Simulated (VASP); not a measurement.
# Mg (P6_3/mmc) in VASP: a series of runs, part 2 of 2

VASP 6.6.1.

## (3) Single point, PBE

This run uses another cell than the first one, of 24.74 Å³/atom, 1.036 times its volume.

Input file INCAR:

```
ALGO = Normal ; EDIFF = 1E-6
ENCUT = 520 ; GGA = PE
ISIF = 2 ; ISMEAR = 0
LASPH = True ; LCHARG = False
LREAL = False ; LWAVE = False
NBANDS = 18 ; NELM = 60
PREC = Accurate ; SIGMA = 0.1
```

Input file KPOINTS:

```
k-points
0
Gamma
  6 6 7
```

Input file POSCAR:

```
Mg
1.0
    6.7423637560      0.0000000000      0.0000000000
   -3.3711818780      5.8390582943      0.0000000000
    0.0000000000      0.0000000000      5.0263040252
Mg
8
Direct
    0.3333333333      0.6666666667      0.2500000000
    0.3333333333      0.1666666667      0.2500000000
    0.8333333333      0.6666666667      0.2500000000
    0.8333333333      0.1666666667      0.2500000000
    0.1666666667      0.3333333333      0.7500000000
    0.1666666667      0.8333333333      0.7500000000
    0.6666666667      0.3333333333      0.7500000000
    0.6666666667      0.8333333333      0.7500000000
```

Potentials or basis: VASP PAW PBE potentials, release 64 (Mg).

On the command line:

```bash
cat potpaw_PBE.64/Mg/POTCAR > POTCAR
mpirun -np 1 vasp_std > vasp.out
```

OUTCAR:

```text
EDIFF = 1E-6
   ENCUT = 520
   GGA = PE
   ISIF = 2
   ISMEAR = 0
   LASPH = True
   LREAL = False
   NELM = 60
   PREC = Accurate

 ion  position               nearest neighbor table
   1  0.333  0.667  0.250-   6 3.18   6 3.18   8 3.18   8 3.18   5 3.18   5 3.18   3 3.37   3 3.37
                             4 3.37   2 3.37   2 3.37   4 3.37
   2  0.333  0.167  0.250-   5 3.18   5 3.18   7 3.18   7 3.18   6 3.18   6 3.18   4 3.37   4 3.37
                             1 3.37   1 3.37   3 3.37   3 3.37
   3  0.833  0.667  0.250-   8 3.18   8 3.18   6 3.18   6 3.18   7 3.18   7 3.18   1 3.37   1 3.37
                             4 3.37   4 3.37   2 3.37   2 3.37
   4  0.833  0.167  0.250-   7 3.18   7 3.18   5 3.18   5 3.18   8 3.18   8 3.18   2 3.37   2 3.37
                             3 3.37   3 3.37   1 3.37   1 3.37
   5  0.167  0.333  0.750-   2 3.18   2 3.18   4 3.18   4 3.18   1 3.18   1 3.18   7 3.37   7 3.37
                             6 3.37   6 3.37   8 3.37   8 3.37
   6  0.167  0.833  0.750-   1 3.18   1 3.18   3 3.18   3 3.18   2 3.18   2 3.18   8 3.37   8 3.37
                             7 3.37   5 3.37   5 3.37   7 3.37
   7  0.667  0.333  0.750-   4 3.18   4 3.18   2 3.18   2 3.18   3 3.18   3 3.18   5 3.37   5 3.37
                             6 3.37   8 3.37   8 3.37   6 3.37
   8  0.667  0.833  0.750-   3 3.18   3 3.18   1 3.18   1 3.18   4 3.18   4 3.18   6 3.37   6 3.37
                             5 3.37   7 3.37   7 3.37   5 3.37
[... 7 lines left out ...]
 A1 = (   6.7423637560,   0.0000000000,   0.0000000000)
 A2 = (  -3.3711818780,   5.8390582943,   0.0000000000)
 A3 = (   0.0000000000,   0.0000000000,   5.0263040252)

Analysis of symmetry for initial positions (statically):
=====================================================================
 Subroutine PRICEL returns following result:

  LATTYP: Found a hexagonal cell.
 ALAT       =     3.3711818780
 C/A-ratio  =     1.4909619852

  Lattice vectors:

 A1 = (   3.3711818780,   0.0000000000,   0.0000000000)
 A2 = (  -1.6855909390,   2.9195291472,   0.0000000000)
 A3 = (   0.0000000000,   0.0000000000,   5.0263040252)

   4 primitive cells build up your supercell.

 Routine SETGRP: Setting up the symmetry group for a
 hexagonal supercell.

 Subroutine GETGRP returns: Found 24 space group operations
 (whereof 12 operations were pure point group operations)
 out of a pool of 24 trial point group operations.

The static configuration has the point symmetry D_3d.
 The point group associated with its full space group is D_6h.

Analysis of symmetry for dynamics (positions and initial velocities):
=====================================================================
 Subroutine PRICEL returns following result:

  LATTYP: Found a hexagonal cell.
 ALAT       =     3.3711818780
 C/A-ratio  =     1.4909619852

  Lattice vectors:

 A1 = (   3.3711818780,   0.0000000000,   0.0000000000)
 A2 = (  -1.6855909390,   2.9195291472,   0.0000000000)
 A3 = (   0.0000000000,   0.0000000000,   5.0263040252)

   4 primitive cells build up your supercell.

 Routine SETGRP: Setting up the symmetry group for a
 hexagonal supercell.

 Subroutine GETGRP returns: Found 24 space group operations
 (whereof 12 operations were pure point group operations)
[... 63 lines left out ...]
  0.500000 -0.000000  0.000000      3.000000
  0.166667  0.166667  0.000000      6.000000
  0.333333  0.166667  0.000000     12.000000
[... 16 lines left out ...]
  0.166667  0.000000  0.428571     12.000000
  0.333333 -0.000000  0.428571     12.000000
 [... further k-points ...]
   k-points           NKPTS =     28   k-points in BZ     NKDIM =     28   number of bands    NBANDS=     18
   number of dos      NEDOS =    301   number of ions     NIONS =      8
   total plane-waves  NPLWV = 100000
   dimension x,y,z NGX =    50 NGY =   50 NGZ =   40
   dimension x,y,z NGXF=   100 NGYF=  100 NGZF=   80
   ions per type =               8
   NGX,Y,Z   is equivalent  to a cutoff of  12.33, 12.33, 13.23 a.u.
   NGXF,Y,Z  is equivalent  to a cutoff of  24.66, 24.66, 26.46 a.u.
 SYSTEM =  unknown system
   PREC   = accura    normal or accurate (medium, high low for compatibility)
   ISTART =      0    job   : 0-new  1-cont  2-samecut
   ICHARG =      2    charge: 1-file 2-atom 10-const
   ISPIN  =      1    spin polarized calculation?
   LNONCOLLINEAR =      F non collinear calculations
   LSORBIT =      F    spin-orbit coupling
   LASPH  =      T    aspherical Exc in radial PAW
   ENCUT  =  520.0 eV  38.22 Ry    6.18 a.u.  12.54 12.54  9.35*2*pi/ulx,y,z
   NELM   =     60;   NELMIN=  2; NELMDL= -5     # of ELM steps
   EDIFF  = 0.1E-05   stopping-criterion for ELM
   LREAL  =      F    real-space projection
   EDIFFG = 0.1E-04   stopping-criterion for IOM
   NSW    =      0    number of steps for IOM
   IBRION =     -1    ionic relax: 0-MD 1-quasi-New 2-CG
   NFREE  =      0    steps in history (QN), initial steepest desc. (CG)
   ISIF   =      2    stress and relaxation
   ISYM   =      2    0-nonsym 1-usesym 2-fastsym
   POTIM  = 0.5000    time-step for ionic-motion
   TEBEG  =    0.0;   TEEND  =   0.0 temperature during run
   PSTRESS=    0.0 pullay stress
   NELECT =      16.0000    total number of electrons
   NUPDOWN=      -1.0000    fix difference up-down
   EMIN   =  10.00;   EMAX   =-10.00  energy-range for DOS
   EFERMI =   0.00;   METHOD = LEGACY
   ISMEAR =     0;   SIGMA  =   0.10  broadening in eV -4-tet -1-fermi 0-gaus
   EFERMI_NEDOS =   21; number of points for ismear=-14 and -15
   IALGO  =     38    algorithm
   IMIX   =      4    mixing-type and parameters
     AMIX     =   0.40;   BMIX     =  1.00
     AMIX_MAG =   1.60;   BMIX_MAG =  1.00
  volume/ion in A,a.u.               =      24.74       166.92
  Fermi-wavevector in a.u.,A,eV,Ry     =   0.707914  1.337763  6.818446  0.501142
  Thomas-Fermi vector in A             =   1.794089
   LORBIT       =      0    0 simple, 1 ext, 2 COOP (PROOUT), +10 PAW based schemes
   GGA     = PE    functional components
   LHFCALC =     F    Hartree Fock is set to
   AEXX    =    0.0000 exact exchange contribution
   IVDW    =     0    specifies the selected vdW correction
   LEPSILON=     F    determine dielectric tensor
   LRPA    =     F    only Hartree local field effects (RPA)
 non-spin polarized calculation
 Gauss-broadening in eV      SIGMA  =   0.10
  energy-cutoff  :      520.00
  volume of cell :      197.88
 maximum number of plane-waves:      5383
   NGX = 25   NGY = 25   NGZ = 19

 number of electron      16.0000000 magnetization

 Free energy of the ion-electron system (eV)
  ---------------------------------------------------
  ext. energy  EPLUGINS =         0.00000000
  ---------------------------------------------------
  free energy    TOTEN  =       -11.85493083 eV

  energy without entropy =      -11.83942098  energy(sigma->0) =      -11.84717591

 E-fermi :   2.2141     XC(G=0):  -8.2607

 val. band max:        2.1760947612   @ k =   0.1667   0.1667   0.1429
 cond. band min:       2.2181439730   @ k =   0.1667   0.1667   0.4286
 fundamental gap:      0.0420492118
 Fermi energy:         2.2141118214

 k-point     1 :       0.0000    0.0000    0.0000
  band No.  band energies     occupation
      1      -4.3626      2.00000
      2      -0.1100      2.00000
      3      -0.1100      2.00000
      4      -0.1100      2.00000
      5       0.0468      2.00000
      6       0.0468      2.00000
[... 481 lines left out ...]
      5       0.0712      2.00000
      6       0.0712      2.00000
[... 10 lines left out ...]
     17       6.5016      0.00000
     18       6.5016      0.00000

 [... further k-points ...]

------------------------ aborting loop because EDIFF is reached ----------------------------------------

  FORCE on cell =-STRESS in cart. coord.  units (eV):
  Direction    XX          YY          ZZ          XY          YZ          ZX
  --------------------------------------------------------------------------------------
  -------------------------------------------------------------------------------------
  Total       -4.1460018     -4.1460018     -0.0978007      0.0000000     -0.0000000      0.0000000
  in kB      -33.5688390    -33.5688390     -0.7918606      0.0000000     -0.0000000      0.0000000
  external PRESSURE =     -22.6431796 kB  Pullay stress =       0.0000000 kB

 VOLUME and BASIS-vectors are now :
 -----------------------------------------------------------------------------
  energy-cutoff  :      520.00
  volume of cell :      197.88
      direct lattice vectors                 reciprocal lattice vectors
     6.742363756  0.000000000  0.000000000     0.148315937  0.085630246  0.000000000
    -3.371181878  5.839058294  0.000000000     0.000000000  0.171260493  0.000000000
     0.000000000  0.000000000  5.026304025     0.000000000  0.000000000  0.198953345

 POSITION                                       TOTAL-FORCE (eV/Angst)
 -----------------------------------------------------------------------------------
     -0.00000      3.89271      1.25658        -0.000000      0.000000     -0.000000
      1.68559      0.97318      1.25658        -0.000000      0.000000     -0.000000
      3.37118      3.89271      1.25658        -0.000000      0.000000     -0.000000
      5.05677      0.97318      1.25658        -0.000000      0.000000     -0.000000
      0.00000      1.94635      3.76973         0.000000     -0.000000      0.000000
     -1.68559      4.86588      3.76973         0.000000     -0.000000     -0.000000
      3.37118      1.94635      3.76973        -0.000000     -0.000000      0.000000
      1.68559      4.86588      3.76973         0.000000     -0.000000     -0.000000
 -----------------------------------------------------------------------------------
    total drift:                               -0.000000     -0.000000     -0.000000

  FREE ENERGIE OF THE ION-ELECTRON SYSTEM (eV)
  ---------------------------------------------------
  free  energy   TOTEN  =       -11.8549308332 eV

  energy  without entropy=      -11.8394209832  energy(sigma->0) =      -11.84717591
```

Wall time 87 s (1 thread of Intel Xeon 6975P-C (Granite Rapids), shared host); peak memory 0.33 GiB.

What came out:

```
Free energy            : -11.8549 eV
Pressure               : -2.3 GPa
Band gap on the k mesh : zero (band 8 reaches 2.82 eV, above the bottom of band 9 at 1.62 eV)
```
